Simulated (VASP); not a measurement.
# P (Im-3m) in VASP: notebook

P is run at these levels: PBE; tasks: single point, relaxation of cell and atoms.

Everything below comes from runs of VASP 6.6.1. Logs are shortened: lines on timing, memory, paths and dates and some standing lists are left out, and cuts for length are marked.

**1. The cell of the first run**

The structure is cubic, space group Im-3m (No. 229). Conventional cell: a = 3.055 Å, b = 3.055 Å, c = 3.055 Å, α = 90.00°, β = 90.00°, γ = 90.00°. Within 3.5 Å of P (site symmetry m-3m) lie 14 P at 2.65 to 3.05 Å.

This isn't the form of P at room conditions, which is orthorhombic.

**2. Single point, PBE**

INCAR

```
SYSTEM = P
PREC = Accurate ; ENCUT = 520
EDIFF = 1E-6 ; ISMEAR = -1
SIGMA = 0.03 ; LREAL = .FALSE.
LASPH = .TRUE. ; NELM = 80
ALGO = Normal ; ISIF = 2
LWAVE = .FALSE. ; LCHARG = .FALSE.
GGA = PE ; NBANDS = 8
```

KPOINTS

```
Automatic mesh
0
G
  16 16 16
  0 0 0
```

POSCAR

```
P
1.0
   -1.5273685236      1.5273685236      1.5273685236
    1.5273685236     -1.5273685236      1.5273685236
    1.5273685236      1.5273685236     -1.5273685236
P
1
Direct
    0.0000000000      0.0000000000      0.0000000000
```

Potentials or basis: VASP PAW PBE potentials, release 64 (P).

Started as:

```
$ cat potpaw_PBE.64/P/POTCAR > POTCAR
$ mpirun -np 1 vasp_std > vasp.out
```

OUTCAR:

```text
SYSTEM = P
   PREC = Accurate
   ENCUT = 520
   EDIFF = 1E-6
   ISMEAR = -1
   LREAL = .FALSE.
   LASPH = .TRUE.
   NELM = 80
   ISIF = 2
   GGA = PE

 ion  position               nearest neighbor table
   1  0.000  0.000  0.000-

  LATTYP: Found a body centered cubic cell.
 ALAT       =     3.0547370472

  Lattice vectors:

 A1 = (  -1.5273685236,   1.5273685236,   1.5273685236)
 A2 = (   1.5273685236,  -1.5273685236,   1.5273685236)
 A3 = (   1.5273685236,   1.5273685236,  -1.5273685236)

Analysis of symmetry for initial positions (statically):
=====================================================================
 Subroutine PRICEL returns:
 Original cell was already a primitive cell.

 Routine SETGRP: Setting up the symmetry group for a
 body centered cubic supercell.

 Subroutine GETGRP returns: Found 48 space group operations
 (whereof 48 operations were pure point group operations)
 out of a pool of 48 trial point group operations.

The static configuration has the point symmetry O_h .

Analysis of symmetry for dynamics (positions and initial velocities):
=====================================================================
 Subroutine PRICEL returns:
 Original cell was already a primitive cell.

 Routine SETGRP: Setting up the symmetry group for a
 body centered cubic supercell.

 Subroutine GETGRP returns: Found 48 space group operations
 (whereof 48 operations were pure point group operations)
 out of a pool of 48 trial point group operations.

The dynamic configuration has the point symmetry O_h .

 Subroutine INISYM returns: Found 48 space group operations
 (whereof 48 operations are pure point group operations),
 and found     1 'primitive' translations

----------------------------------------------------------------------------------------

                                     Primitive cell

  volume of cell :      14.2525

  direct lattice vectors                    reciprocal lattice vectors
    -1.527368524  1.527368524  1.527368524     0.000000000  0.327360419  0.327360419
     1.527368524 -1.527368524  1.527368524     0.327360419  0.000000000  0.327360419
     1.527368524  1.527368524 -1.527368524     0.327360419  0.327360419  0.000000000

  length of vectors
     2.645479885  2.645479885  2.645479885     0.462957544  0.462957544  0.462957544

  position of ions in fractional coordinates (direct lattice)
     0.000000000  0.000000000  0.000000000

  ion indices of the primitive-cell ions
   primitive index   ion index
                 1           1

----------------------------------------------------------------------------------------

 KPOINTS: Automatic mesh

Automatic generation of k-mesh.
 Grid dimensions read from file:
 generate k-points for:   16   16   16

 Generating k-lattice:

  Cartesian coordinates                     Fractional coordinates (reciprocal lattice)
     0.000000000  0.020460026  0.020460026     0.062500000  0.000000000  0.000000000
     0.020460026  0.000000000  0.020460026     0.000000000  0.062500000  0.000000000
     0.020460026  0.020460026  0.000000000     0.000000000  0.000000000  0.062500000

  Length of vectors
     0.028934847  0.028934847  0.028934847

  Shift w.r.t. Gamma in fractional coordinates (k-lattice)
     0.000000000  0.000000000  0.000000000

 Subroutine IBZKPT returns following result:
 ===========================================

 Found    145 irreducible k-points:

 Following reciprocal coordinates:
            Coordinates               Weight
  0.000000  0.000000  0.000000      1.000000
  0.062500  0.000000  0.000000     12.000000
  0.125000  0.000000  0.000000     12.000000
  0.187500  0.000000  0.000000     12.000000
  0.250000  0.000000  0.000000     12.000000
  0.312500  0.000000  0.000000     12.000000
[... 16 lines left out ...]
  0.187500  0.187500  0.000000     24.000000
  0.250000  0.187500 -0.000000     48.000000
 [... further k-points ...]
   k-points           NKPTS =    145   k-points in BZ     NKDIM =    145   number of bands    NBANDS=      8
   number of dos      NEDOS =    301   number of ions     NIONS =      1
   total plane-waves  NPLWV =   8000
   dimension x,y,z NGX =    20 NGY =   20 NGZ =   20
   dimension x,y,z NGXF=    40 NGYF=   40 NGZF=   40
   ions per type =               1
   NGX,Y,Z   is equivalent  to a cutoff of  12.57, 12.57, 12.57 a.u.
   NGXF,Y,Z  is equivalent  to a cutoff of  25.14, 25.14, 25.14 a.u.
 SYSTEM =  P
   PREC   = accura    normal or accurate (medium, high low for compatibility)
   ISTART =      0    job   : 0-new  1-cont  2-samecut
   ICHARG =      2    charge: 1-file 2-atom 10-const
   ISPIN  =      1    spin polarized calculation?
   LNONCOLLINEAR =      F non collinear calculations
   LSORBIT =      F    spin-orbit coupling
   LASPH  =      T    aspherical Exc in radial PAW
   ENCUT  =  520.0 eV  38.22 Ry    6.18 a.u.   4.92  4.92  4.92*2*pi/ulx,y,z
   NELM   =     80;   NELMIN=  2; NELMDL= -5     # of ELM steps
   EDIFF  = 0.1E-05   stopping-criterion for ELM
   LREAL  =      F    real-space projection
   EDIFFG = 0.1E-04   stopping-criterion for IOM
   NSW    =      0    number of steps for IOM
   IBRION =     -1    ionic relax: 0-MD 1-quasi-New 2-CG
   NFREE  =      0    steps in history (QN), initial steepest desc. (CG)
   ISIF   =      2    stress and relaxation
   ISYM   =      2    0-nonsym 1-usesym 2-fastsym
   POTIM  = 0.5000    time-step for ionic-motion
   TEBEG  =    0.0;   TEEND  =   0.0 temperature during run
   PSTRESS=    0.0 pullay stress
   NELECT =       5.0000    total number of electrons
   NUPDOWN=      -1.0000    fix difference up-down
   EMIN   =  10.00;   EMAX   =-10.00  energy-range for DOS
   EFERMI =   0.00;   METHOD = LEGACY
   ISMEAR =    -1;   SIGMA  =   0.03  broadening in eV -4-tet -1-fermi 0-gaus
   EFERMI_NEDOS =   21; number of points for ismear=-14 and -15
   IALGO  =     38    algorithm
   IMIX   =      4    mixing-type and parameters
     AMIX     =   0.40;   BMIX     =  1.00
     AMIX_MAG =   1.60;   BMIX_MAG =  1.00
  volume/ion in A,a.u.               =      14.25        96.18
  Fermi-wavevector in a.u.,A,eV,Ry     =   1.154607  2.181892 18.138175  1.333118
  Thomas-Fermi vector in A             =   2.291243
   LORBIT       =      0    0 simple, 1 ext, 2 COOP (PROOUT), +10 PAW based schemes
   GGA     = PE    functional components
   LHFCALC =     F    Hartree Fock is set to
   AEXX    =    0.0000 exact exchange contribution
   IVDW    =     0    specifies the selected vdW correction
   LEPSILON=     F    determine dielectric tensor
   LRPA    =     F    only Hartree local field effects (RPA)
 non-spin polarized calculation
  energy-cutoff  :      520.00
  volume of cell :       14.25
 maximum number of plane-waves:       402
   NGX =  9   NGY =  9   NGZ =  9

 number of electron       5.0000002 magnetization

 Free energy of the ion-electron system (eV)
  ---------------------------------------------------
  ext. energy  EPLUGINS =         0.00000000
  ---------------------------------------------------
  free energy    TOTEN  =        -4.68037071 eV

  energy without entropy =       -4.67865387  energy(sigma->0) =       -4.67951229

 E-fermi :   9.9569     XC(G=0): -11.5658

 val. band max:        9.9447756634   @ k =  -0.3750   0.4375   0.1250
 cond. band min:       9.9741838990   @ k =  -0.3125   0.3125   0.2500
 fundamental gap:      0.0294082356
 Fermi energy:         9.9569379649

 k-point     1 :       0.0000    0.0000    0.0000
  band No.  band energies     occupation
      1      -6.4540      2.00000
      2      17.1317      0.00000
      3      17.1317      0.00000
      4      17.1317      0.00000
      5      21.9645      0.00000
      6      21.9645      0.00000
      7      21.9645      0.00000
      8      25.9219      0.00000

 k-point     2 :       0.0625    0.0000    0.0000
  band No.  band energies     occupation
      1      -6.3365      2.00000
      2      16.3545      0.00000
      3      16.6946      0.00000
      4      17.0565      0.00000
      5      21.6250      0.00000
      6      22.0977      0.00000
      7      22.6077      0.00000
      8      25.1856      0.00000

 k-point     3 :       0.1250    0.0000    0.0000
  band No.  band energies     occupation
      1      -5.9846      2.00000
      2      14.5125      0.00000
      3      15.7857      0.00000
      4      16.8411      0.00000
      5      20.8251      0.00000
      6      21.8248      0.00000
      7      24.1320      0.00000
      8      24.7062      0.00000

 k-point     4 :       0.1875    0.0000    0.0000
  band No.  band energies     occupation
      1      -5.4003      2.00000
      2      12.2252      0.00000
      3      14.8319      0.00000
      4      16.5197      0.00000
      5      19.8962      0.00000
      6      20.9231      0.00000
      7      25.1626      0.00000
      8      25.6517      0.00000

 k-point     5 :       0.2500    0.0000    0.0000
  band No.  band energies     occupation
      1      -4.5877      2.00000
      2       9.8192      1.97991
      3      13.9889      0.00000
      4      16.1482      0.00000
      5      19.0278      0.00000
      6      19.9851      0.00000
      7      25.9886      0.00000
      8      26.0026      0.00000
[... 177 lines left out ...]
 k-point    22 :       0.4375    0.1250    0.0000
  band No.  band energies     occupation
      1       0.3089      2.00000
      2       2.4583      2.00000
      3      10.2211      0.00030
      4      13.7384      0.00000
      5      18.7381      0.00000
      6      21.1241      0.00000
      7      27.8385      0.00000
      8      27.9061      0.00000

 k-point    23 :       0.1875    0.1875    0.0000
  band No.  band energies     occupation
      1      -3.3246      2.00000
      2       8.5996      2.00000
      3      10.2797      0.00004
      4      14.3686      0.00000
      5      20.0488      0.00000
      6      21.8053      0.00000
      7      25.5408      0.00000
      8      27.0566      0.00000

 k-point    24 :       0.2500    0.1875   -0.0000
  band No.  band energies     occupation
      1      -2.1984      2.00000
      2       6.8169      2.00000
      3       9.1636      2.00000
      4      13.8750      0.00000
      5      19.9590      0.00000
      6      22.0809      0.00000
      7      25.9708      0.00000
      8      28.0144      0.00000

 [... further k-points ...]

------------------------ aborting loop because EDIFF is reached ----------------------------------------

  FORCE on cell =-STRESS in cart. coord.  units (eV):
  Direction    XX          YY          ZZ          XY          YZ          ZX
  --------------------------------------------------------------------------------------
  -------------------------------------------------------------------------------------
  Total       -0.0160541     -0.0160541     -0.0160541     -0.0000000      0.0000000     -0.0000000
  in kB       -1.8047048     -1.8047048     -1.8047048     -0.0000000      0.0000000     -0.0000000
  external PRESSURE =      -1.8047048 kB  Pullay stress =       0.0000000 kB

 VOLUME and BASIS-vectors are now :
 -----------------------------------------------------------------------------
  energy-cutoff  :      520.00
  volume of cell :       14.25
      direct lattice vectors                 reciprocal lattice vectors
    -1.527368524  1.527368524  1.527368524     0.000000000  0.327360419  0.327360419
     1.527368524 -1.527368524  1.527368524     0.327360419  0.000000000  0.327360419
     1.527368524  1.527368524 -1.527368524     0.327360419  0.327360419  0.000000000

 POSITION                                       TOTAL-FORCE (eV/Angst)
 -----------------------------------------------------------------------------------
      0.00000      0.00000      0.00000        -0.000000     -0.000000     -0.000000
 -----------------------------------------------------------------------------------
    total drift:                                0.000000      0.000000     -0.000000

  FREE ENERGIE OF THE ION-ELECTRON SYSTEM (eV)
  ---------------------------------------------------
  free  energy   TOTEN  =        -4.6803707055 eV

  energy  without entropy=       -4.6786538720  energy(sigma->0) =       -4.67951229
```

Run time: 9.3 s. Hardware: 1 thread of AMD EPYC 7R43 (Zen 3), shared host; peak memory 0.09 GiB.

What came out:

| Property | Result |
| --- | --- |
| Free energy | -4.6804 eV |
| Pressure | -0.2 GPa |
| Band gap on the k mesh | zero (an odd number of electrons rules out a gap without spin polarisation) |

**3. Relaxation of cell and atoms, PBE**

This run uses another cell than the first one, of 11.12 Å³/atom.

INCAR

```
SYSTEM = P
PREC = Accurate ; ENCUT = 600
EDIFF = 1E-7 ; ISMEAR = -1
SIGMA = 0.03 ; LREAL = .False.
LASPH = .True. ; NELM = 80
ALGO = Normal ; ISIF = 3
LWAVE = .False. ; LCHARG = .False.
GGA = PE ; IBRION = 2
NSW = 100 ; EDIFFG = -0.005
```

KPOINTS

```
regular mesh
0
Gamma
  16 16 16
  0 0 0
```

POSCAR

```
P
1.0
   -1.4062500000      1.4062500000      1.4062500000
    1.4062500000     -1.4062500000      1.4062500000
    1.4062500000      1.4062500000     -1.4062500000
P
1
Direct
    0.0000000000      0.0000000000      0.0000000000
```

Potentials or basis: VASP PAW PBE potentials, release 64 (P).

Started as:

```
$ cat potpaw_PBE.64/P/POTCAR > POTCAR
$ mpirun -np 1 vasp_std > vasp.out
```

Run time: 24 s. Hardware: 1 thread of AMD EPYC 7R43 (Zen 3), shared host; peak memory 0.09 GiB.

It converged, with:

```
Free energy                           : -4.6798 eV
Relaxed volume                        : 14.23 Å³/atom
Relaxed cell                          : a = 2.644 Å, b = 2.644 Å, c = 2.644 Å, α = 109.47°, β = 109.47°, γ = 109.47°
Space group after relaxing (to 0.1 Å) : Im-3m (No. 229)
Energy gained by relaxing             : 296.4 meV/atom
Ionic steps                           : 4
Pressure after relaxing               : 0.0 GPa
Band gap on the k mesh                : zero (an odd number of electrons rules out a gap without spin polarisation)
```

The path:
```csv
step,energy change (eV),largest force (eV/Å),pressure (GPa),volume (Å³)
1,0.0000,0.0000,37.60,11.12
2,-0.2466,0.0000,-8.85,15.88
3,-0.2963,0.0000,0.42,14.17
4,-0.2964,0.0000,-0.04,14.23
```

Final structure:
```
P
1.0
    -1.52671    1.52671    1.52671
     1.52671   -1.52671    1.52671
     1.52671    1.52671   -1.52671
P
1
Direct
  0.00000 0.00000 0.00000
```

Levels at points of the mesh, in eV from the Fermi level:
```csv
k point,band 1,band 2,band 3,band 4,band 5,band 6
"(0.00, 0.00, 0.00)",-16.43,7.19,7.19,7.19,12.01,12.01
"(0.50, 0.00, 0.00)",-9.97,-7.85,2.46,5.29,7.38,8.25
"(0.50, 0.50, 0.50)",-4.18,-2.59,-2.59,-2.59,2.43,2.43
```

Caveat: the volume moved by over 15 % at a fixed basis, so the end points are rough.
